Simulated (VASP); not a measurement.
# ZrB2 (P6/mmm) in VASP: a series of runs, part 2 of 2

VASP 6.6.1. Earlier steps stand in the parts before.

### 3 Single point, r2SCAN

File POSCAR:

```
ZrB2
1.0
    3.1700000000      0.0000000000      0.0000000000
   -1.5850000000      2.7453005300      0.0000000000
    0.0000000000      0.0000000000      3.5330000000
Zr B
1 2
Direct
    0.0000000000      0.0000000000      0.0000000000
    0.3333330000      0.6666670000      0.5000000000
    0.6666670000      0.3333330000      0.5000000000
```

File INCAR.step1:

```
SYSTEM = ZrB2
PREC     = Accurate       ! precision mode
ENCUT    = 520            ! plane-wave cutoff, eV
ISMEAR   = 1              ! smearing method
SIGMA    = 0.1            ! smearing width, eV
LREAL    = .False.        ! projectors in reciprocal space
LASPH    = .True.         ! aspherical terms in the spheres
NELM     = 80             ! most SCF steps
NBANDS   = 16             ! bands
GGA      = PE             ! functional
ALGO     = Normal         ! electronic algorithm
EDIFF    = 1E-4           ! SCF threshold, eV
LWAVE    = .True.         ! write WAVECAR
LCHARG   = .False.        ! write CHGCAR
```

File INCAR.step2:

```
SYSTEM = ZrB2
PREC     = Accurate       ! precision mode
ENCUT    = 520            ! plane-wave cutoff, eV
EDIFF    = 1E-7           ! SCF threshold, eV
ISMEAR   = 1              ! smearing method
SIGMA    = 0.1            ! smearing width, eV
LREAL    = .False.        ! projectors in reciprocal space
LASPH    = .True.         ! aspherical terms in the spheres
NELM     = 80             ! most SCF steps
ALGO     = Normal         ! electronic algorithm
ISIF     = 2              ! what is computed and relaxed
LWAVE    = .False.        ! write WAVECAR
LCHARG   = .False.        ! write CHGCAR
METAGGA  = R2SCAN         ! meta-GGA
LMIXTAU  = .True.       
NBANDS   = 16             ! bands
ISTART   = 1
```

File KPOINTS:

```
Automatic mesh
0
Gamma
  7 7 6
  0 0 0
```

Potentials or basis: VASP PAW PBE potentials, release 64 (Zr_sv, B).

On the command line:

```bash
$ cat potpaw_PBE.64/Zr_sv/POTCAR potpaw_PBE.64/B/POTCAR > POTCAR
$ cp INCAR.step1 INCAR
$ mpirun -np 1 vasp_std > vasp.out
$ cp INCAR.step2 INCAR
$ mpirun -np 1 vasp_std > vasp.out
```

OUTCAR:

```text
SYSTEM = ZrB2
   PREC = Accurate
   ENCUT = 520
   EDIFF = 1E-7
   ISMEAR = 1
   LREAL = .False.
   LASPH = .True.
   NELM = 80
   ISIF = 2
   METAGGA = R2SCAN
   ISTART = 1

 ion  position               nearest neighbor table
   1  0.000  0.000  0.000-   2 2.54   3 2.54   2 2.54   3 2.54   3 2.54   3 2.54   2 2.54   2 2.54
                             3 2.54   3 2.54   2 2.54   2 2.54
   2  0.333  0.667  0.500-   3 1.83   3 1.83   3 1.83   1 2.54   1 2.54   1 2.54   1 2.54   1 2.54
                             1 2.54
   3  0.667  0.333  0.500-   2 1.83   2 1.83   2 1.83   1 2.54   1 2.54   1 2.54   1 2.54   1 2.54
                             1 2.54

  LATTYP: Found a hexagonal cell.
 ALAT       =     3.1700000000
 C/A-ratio  =     1.1145110410

  Lattice vectors:

 A1 = (   3.1700000000,   0.0000000000,   0.0000000000)
 A2 = (  -1.5850000000,   2.7453005300,   0.0000000000)
 A3 = (   0.0000000000,   0.0000000000,   3.5330000000)

Analysis of symmetry for initial positions (statically):
=====================================================================
 Subroutine PRICEL returns:
 Original cell was already a primitive cell.

 Routine SETGRP: Setting up the symmetry group for a
 hexagonal supercell.

 Subroutine GETGRP returns: Found 24 space group operations
 (whereof 24 operations were pure point group operations)
 out of a pool of 24 trial point group operations.

The static configuration has the point symmetry D_6h.

Analysis of symmetry for dynamics (positions and initial velocities):
=====================================================================
 Subroutine PRICEL returns:
 Original cell was already a primitive cell.

 Routine SETGRP: Setting up the symmetry group for a
 hexagonal supercell.

[... 117 lines left out ...]
   NELECT =      18.0000    total number of electrons
   NUPDOWN=      -1.0000    fix difference up-down
   EMIN   =  10.00;   EMAX   =-10.00  energy-range for DOS
   EFERMI =   0.00;   METHOD = LEGACY
   ISMEAR =     1;   SIGMA  =   0.10  broadening in eV -4-tet -1-fermi 0-gaus
   EFERMI_NEDOS =   21; number of points for ismear=-14 and -15
   IALGO  =     38    algorithm
   IMIX   =      4    mixing-type and parameters
     AMIX     =   0.40;   BMIX     =  1.00
     AMIX_MAG =   1.60;   BMIX_MAG =  1.00
  volume/ion in A,a.u.               =      10.25        69.16
  Fermi-wavevector in a.u.,A,eV,Ry     =   1.369519  2.588016 25.518847  1.875582
  Thomas-Fermi vector in A             =   2.495387
   LORBIT       =      0    0 simple, 1 ext, 2 COOP (PROOUT), +10 PAW based schemes
   METAGGA = R2SCAN    functional components
   LHFCALC =     F    Hartree Fock is set to
   AEXX    =    0.0000 exact exchange contribution
   IVDW    =     0    specifies the selected vdW correction
   LEPSILON=     F    determine dielectric tensor
   LRPA    =     F    only Hartree local field effects (RPA)
 non-spin polarized calculation
 Methfessel and Paxton  Order N= 1 SIGMA  =   0.10
  energy-cutoff  :      520.00
  volume of cell :       30.75
 maximum number of plane-waves:       836
 NGX is ok and might be reduce to    24
   NGX = 11   NGY = 11   NGZ = 13

 number of electron      18.0000000 magnetization

 Free energy of the ion-electron system (eV)
  ---------------------------------------------------
  ext. energy  EPLUGINS =         0.00000000
  ---------------------------------------------------
  free energy    TOTEN  =       -40.62725289 eV

  energy without entropy =      -40.62750854  energy(sigma->0) =      -40.62733810

 E-fermi :  10.4231     XC(G=0): -13.3772

 val. band max:       10.2808655710   @ k =   0.1429   0.0000   0.3333
 cond. band min:      10.4256898003   @ k =   0.4286   0.1429   0.0000
 fundamental gap:      0.1448242292
 Fermi energy:        10.4231297592

 k-point     1 :       0.0000    0.0000    0.0000
  band No.  band energies     occupation
      1     -39.7564      2.00000
      2     -17.2527      2.00000
      3     -16.6765      2.00000
      4     -16.6765      2.00000
      5      -2.9984      2.00000
      6       7.8552      2.00000
[... 433 lines left out ...]
      3     -17.2738      2.00000
      4     -17.1745      2.00000
      5       0.7656      2.00000
      6       2.2322      2.00000
[... 8 lines left out ...]
     15      19.4899      0.00000
     16      20.9163      0.00000

 [... further k-points ...]
[... 5 lines left out ...]
  --------------------------------------------------------------------------------------
  -------------------------------------------------------------------------------------
  Total        0.0723616      0.0723616      0.3750123      0.0000000      0.0000000      0.0000000
  in kB        3.7707336      3.7707336     19.5417450      0.0000000      0.0000000      0.0000000
  external PRESSURE =       9.0277374 kB  Pullay stress =       0.0000000 kB

 VOLUME and BASIS-vectors are now :
 -----------------------------------------------------------------------------
  energy-cutoff  :      520.00
  volume of cell :       30.75
      direct lattice vectors                 reciprocal lattice vectors
     3.170000000  0.000000000  0.000000000     0.315457413  0.182129422  0.000000000
    -1.585000000  2.745300530  0.000000000     0.000000000  0.364258845  0.000000000
     0.000000000  0.000000000  3.533000000     0.000000000  0.000000000  0.283045570

 POSITION                                       TOTAL-FORCE (eV/Angst)
 -----------------------------------------------------------------------------------
      0.00000      0.00000      0.00000        -0.000000      0.000000      0.000000
     -0.00000      1.83020      1.76650         0.000000     -0.000000      0.000000
      1.58500      0.91510      1.76650        -0.000000      0.000000     -0.000000
 -----------------------------------------------------------------------------------
    total drift:                                0.000000     -0.000000      0.000000

  FREE ENERGIE OF THE ION-ELECTRON SYSTEM (eV)
  ---------------------------------------------------
  free  energy   TOTEN  =       -40.6272528856 eV

  energy  without entropy=      -40.6275085378  energy(sigma->0) =      -40.62733810
```

OUTCAR.step1:

```text
SYSTEM = ZrB2
   PREC = Accurate
   ENCUT = 520
   ISMEAR = 1
   LREAL = .False.
   LASPH = .True.
   NELM = 80
[... 684 lines left out ...]
      0.00000      0.00000      0.00000        -0.000000      0.000000      0.000000
     -0.00000      1.83020      1.76650         0.000000      0.000000      0.000000
      1.58500      0.91510      1.76650        -0.000000     -0.000000     -0.000000
 -----------------------------------------------------------------------------------
    total drift:                                0.000000      0.000000      0.000000

  FREE ENERGIE OF THE ION-ELECTRON SYSTEM (eV)
  ---------------------------------------------------
  free  energy   TOTEN  =       -24.9707805020 eV

  energy  without entropy=      -24.9709925668  energy(sigma->0) =      -24.97085119
```

OSZICAR.step1:

```text
N       E                     dE             d eps       ncg     rms          rms(c)
DAV:   1     0.101627774803E+03    0.10163E+03   -0.95982E+03  1024   0.111E+03
DAV:   2    -0.234075112732E+02   -0.12504E+03   -0.12034E+03  1336   0.288E+02
DAV:   3    -0.275792010900E+02   -0.41717E+01   -0.41495E+01  1568   0.447E+01
DAV:   4    -0.276345753329E+02   -0.55374E-01   -0.55364E-01  1184   0.509E+00
DAV:   5    -0.276353571798E+02   -0.78185E-03   -0.78183E-03  1624   0.448E-01    0.215E+01
DAV:   6    -0.250184366492E+02    0.26169E+01   -0.57311E+00  1304   0.160E+01    0.868E+00
DAV:   7    -0.249720936620E+02    0.46343E-01   -0.62308E-01  1432   0.492E+00    0.315E+00
DAV:   8    -0.249745903761E+02   -0.24967E-02   -0.93731E-02  1192   0.245E+00    0.407E-01
DAV:   9    -0.249710428067E+02    0.35476E-02   -0.18159E-02  1288   0.988E-01    0.207E-01
DAV:  10    -0.249707720615E+02    0.27075E-03   -0.14757E-03  1232   0.351E-01    0.341E-02
DAV:  11    -0.249707805020E+02   -0.84405E-05   -0.48620E-05   656   0.691E-02
   1 F= -.24970781E+02 E0= -.24970851E+02  d E =0.212065E-03
```

Wall time 42 s (1 thread of Intel Xeon Platinum 8488C (Sapphire Rapids), shared host); peak memory 0.15 GiB.

What came out:

- Free energy: -40.6273 eV
- Pressure: 0.9 GPa
- Band gap on the k mesh: zero (band 9 reaches 11.47 eV, above the bottom of band 10 at 10.43 eV)

Caveat: the PAW data sets were made with another functional, which shifts forces and pressure a little.
